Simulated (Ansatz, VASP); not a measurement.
# Two plane-wave programs on Si3WN

```
Si W N
1.0
     3.95499    0.00000    0.00000
     0.00000    3.95499    0.00000
     0.00000    0.00000    3.95499
Si W N
3 1 1
Cartesian
  0.0000 1.9775 1.9775
  1.9775 1.9775 0.0000
  1.9775 0.0000 1.9775
  0.0000 0.0000 0.0000
  1.9775 1.9775 1.9775
```

Change from the starting cell: species swapped into the Sc3SnC type (Pm-3m, No. 221).

Alike in both runs: functional PBE; k mesh 10 × 10 × 10; occupations gaussian, width 0.1 eV; no spin polarisation.

Ansatz relaxed the structure, and its values are those at the end. VASP's run is a single point on that final structure, the one shown.

|  | VASP | Ansatz |
| --- | --- | --- |
| version | VASP 6.6.1 | Ansatz 0.2.0 |
| potentials or method | VASP PAW PBE potentials, release 64 (Si, W_sv, N), cutoff 520 eV | scalar-relativistic, plane waves, PAW |
| valence electrons in the cell | 31 | 31 |

|  | VASP | Ansatz | Ansatz less VASP |
| --- | --- | --- | --- |
| gap on the k mesh at the Fermi level (eV) | none | none | - |
| pressure (GPa) | 0.1 | 0.0 | -0.09 |

A gap of «none» marks a metal or a gap that the smearing closes. The functional is the same, so the differences come from potentials, cutoffs and numerics.

Neither program's run includes spin-orbit coupling.
